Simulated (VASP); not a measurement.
The system is SiO2.

```
Si O
1.0
     4.18929    0.00000    0.00000
     0.00000    4.18929    0.00000
     0.00000    0.00000    2.67018
Si O
2 4
Direct
  0.00000 0.00000 0.00000
  0.50000 0.50000 0.50000
  0.30590 0.30590 0.00000
  0.19410 0.80590 0.50000
  0.69410 0.69410 0.00000
  0.80590 0.19410 0.50000
```

| Property | Result |
| --- | --- |
| Program | VASP 6.6.1 |
| Task | relaxation of cell and atoms |
| Functional | LDA |
| Potentials or basis | VASP PAW LDA potentials, release 64 (Si, O) |
| Cutoff | 600 eV |
| k mesh | 4 × 4 × 7 |
| Occupations | fermi-dirac, width 0.1 eV |
| Spin | no spin polarisation |

At the start: pressure -5.4 GPa; volume 7.81 Å³/atom.

Question: How do energy, volume and symmetry change on relaxing?

Answer: Over 6 steps the energy falls by 2.6 meV/atom and the volume is 7.67 Å³/atom (-1.8 %); space group P4_2/mnm (No. 136, to 0.05 Å).

The path:
| step | energy change (eV) | largest force (eV/Å) | pressure (GPa) | volume (Å³) |
| --- | --- | --- | --- | --- |
| 1 | 0.0000 | 0.0599 | -5.39 | 46.86 |
| 2 | 0.0100 | 0.3272 | 7.67 | 45.10 |
| 3 | -0.0137 | 0.1025 | 0.04 | 46.09 |
| 4 | -0.0155 | 0.0050 | 0.04 | 46.01 |
| 5 | -0.0155 | 0.0152 | 0.05 | 46.00 |
| 6 | -0.0155 | 0.0068 | -0.03 | 46.01 |

Final structure:
```
Si O
1.0
     4.15386    0.00000    0.00000
     0.00000    4.15386    0.00000
     0.00000    0.00000    2.66645
Si O
2 4
Cartesian
  0.0000 0.0000 2.6665
  2.0769 2.0769 1.3332
  1.2687 1.2687 0.0000
  0.8083 3.3456 1.3332
  2.8852 2.8852 2.6665
  3.3456 0.8083 1.3332
```
